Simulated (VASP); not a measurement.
A run of VASP 6.6.1 is set up as follows.

Contents of INCAR:

```
SYSTEM = Ge
PREC     = Accurate       ! precision mode
ENCUT    = 520            ! plane-wave cutoff, eV
EDIFF    = 1E-6           ! SCF threshold, eV
ISMEAR   = -1             ! smearing method
SIGMA    = 0.05           ! smearing width, eV
LREAL    = .False.        ! projectors in reciprocal space
LASPH    = .True.         ! aspherical terms in the spheres
NELM     = 150            ! most SCF steps
ALGO     = Normal         ! electronic algorithm
ISIF     = 2              ! what is computed and relaxed
LWAVE    = .False.        ! write WAVECAR
LCHARG   = .False.        ! write CHGCAR
MAGMOM   = 0 0 0 0 0 0    ! initial moments
LORBIT   = 11             ! projections on sites
LSORBIT  = .True.         ! spin-orbit coupling
GGA_COMPAT= .False.      
LORBMOM  = .True.       
GGA      = PE             ! functional
NBANDS   = 40             ! bands
```

KPOINTS

```
regular mesh
0
Gamma
  12 12 12
  0 0 0
```

POSCAR

```
Ge
1.0
    0.0000000000      2.8806932689      2.8806932689
    2.8806932689      0.0000000000      2.8806932689
    2.8806932689      2.8806932689      0.0000000000
Ge
2
Direct
   -0.1250000000     -0.1250000000     -0.1250000000
    0.1250000000      0.1250000000      0.1250000000
```

Potentials or basis: VASP PAW PBE potentials, release 64 (Ge_d).

Run with:

```bash
$ cat potpaw_PBE.64/Ge_d/POTCAR > POTCAR
$ mpirun -np 1 vasp_ncl > vasp.out
```

(1) Estimate the pressure.

(2) Predict the net moment.

Answers

(1) 0.0 GPa.

(2) 0.00 μB per cell.
